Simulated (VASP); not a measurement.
ZnO, 4 atoms in the cell. The structure is hexagonal, space group P6_3mc (No. 186). Conventional cell: a = 3.187 Å, b = 3.187 Å, c = 5.152 Å, α = 90.00°, β = 90.00°, γ = 120.00°. Zn (site symmetry 3m) has 4 O at 1.94 to 1.95 Å within 2.6 Å. O (site symmetry 3m) has 4 Zn at 1.94 to 1.95 Å within 2.6 Å. 

| Item | Value |
| --- | --- |
| Program | VASP 6.6.1 |
| Task | relaxation of cell and atoms |
| Functional | LDA |
| Potentials or basis | VASP PAW LDA potentials, release 64 (Zn, O) |
| Cutoff | 600 eV |
| k mesh | 8 × 8 × 4 |
| Occupations | gaussian, width 0.01 eV |
| Spin | no spin polarisation |
| Target pressure | 7 GPa |
| Dipole correction | no |
| Further INCAR settings | ALGO = Normal; EDIFF = 1e-07; IBRION = 2; EDIFFG = -0.002; NSW = 100; ISIF = 3 |

Potentials or basis: VASP PAW LDA potentials, release 64 (Zn, O).

The run is started by

```bash
$ cat potpaw_LDA.64/Zn/POTCAR potpaw_LDA.64/O/POTCAR > POTCAR
$ mpirun -np 1 vasp_std > vasp.out
```

Hardware: 1 thread of Intel(R) Xeon(R) Platinum 8259CL CPU @ 2.50GHz (Skylake/Cascade Lake), on a shared host.

Problem. Estimate the wall time of this run.

Solution. It took 3.1 min on 1 thread of Intel(R) Xeon(R) Platinum 8259CL CPU @ 2.50GHz (Skylake/Cascade Lake), on a shared host, peak memory 0.17 GiB. Counts: scf iterations 75, k points 30, ion steps 12.
